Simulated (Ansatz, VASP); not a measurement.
**B: VASP beside Ansatz**

The input INCAR:

```
SYSTEM = B
PREC = Accurate
ENCUT = 520
EDIFF = 1E-6
ISMEAR = -1
SIGMA = 0.05
LREAL = .FALSE.
LASPH = .TRUE.
NELM = 60
ALGO = Normal
ISIF = 2
LWAVE = .FALSE.
LCHARG = .FALSE.
GGA = PE
NBANDS = 10
```

The input KPOINTS:

```
regular mesh
0
G
  21 21 21
  0 0 0
```

The input POSCAR:

```
B
1.0
   -2.0132566830      2.0132566830      0.7884444633
    2.0132566830     -2.0132566830      0.7884444633
    2.0132566830      2.0132566830     -0.7884444633
B
2
Direct
   -0.3750000000     -0.1250000000     -0.2500000000
    0.3750000000      0.1250000000      0.2500000000
```

Input for Ansatz:

```yaml
crystal:
  lattice:
    - [-2.013256683, 2.013256683, 0.7884444633]
    - [2.013256683, -2.013256683, 0.7884444633]
    - [2.013256683, 2.013256683, -0.7884444633]
  atoms:
    - { symbol: B, position: [-0.375, -0.125, -0.25] }
    - { symbol: B, position: [0.375, 0.125, 0.25] }
kpoints:
  mp_grid: { grid: [21, 21, 21] }
  band_path:
    path:
      - [0.0, 0.0, 0.0]
      - [0.0, 0.0, 0.5]
      - [-0.5, 0.5, 0.5]
      - [0.0, 0.0, 0.0]
      - [0.2883428089, 0.2883428089, -0.2883428089]
      - [-0.2883428089, 0.7116571911, 0.2883428089]
      - [-0.5, 0.5, 0.5]
      - [0.0, 0.0, 0.5]
      - [0.25, 0.25, 0.25]
    npoints: 8
scf:
  occupations: { method: fermi_dirac, width: 0.05 }
hamiltonian:
  xc: pbe
  pseudopotentials: { kind: paw }
output:
  forces: true
  stress: true
  eigenvalues: true
  populations: true
  dos: { projected: true, de: 0.2, e_range: [-14, 8] }
  write_density: true
  write_potential: true
  elf: true
  volumetric_format: npy
```

Change from the starting cell: volume scaled by 0.8, PAW files.

Alike in both runs: task single point; functional PBE; k mesh 21 × 21 × 21; occupations fermi-dirac, width 0.05 eV; no spin polarisation.

|  | VASP | Ansatz |
| --- | --- | --- |
| version | VASP 6.6.1 | Ansatz 0.2.0 |
| potentials or method | VASP PAW PBE potentials, release 64 (B) | PAW with Ansatz's default frozen-core files, scalar-relativistic |
| plane-wave cutoff (eV) | 520 | 420 |
| valence electrons in the cell | 6 | 6 |

|  | VASP | Ansatz | Ansatz less VASP |
| --- | --- | --- | --- |
| pressure (GPa) | 27.7 | 27.7 | +0.03 |

With one functional, cell and mesh, what is left measures potentials, basis and numerics.
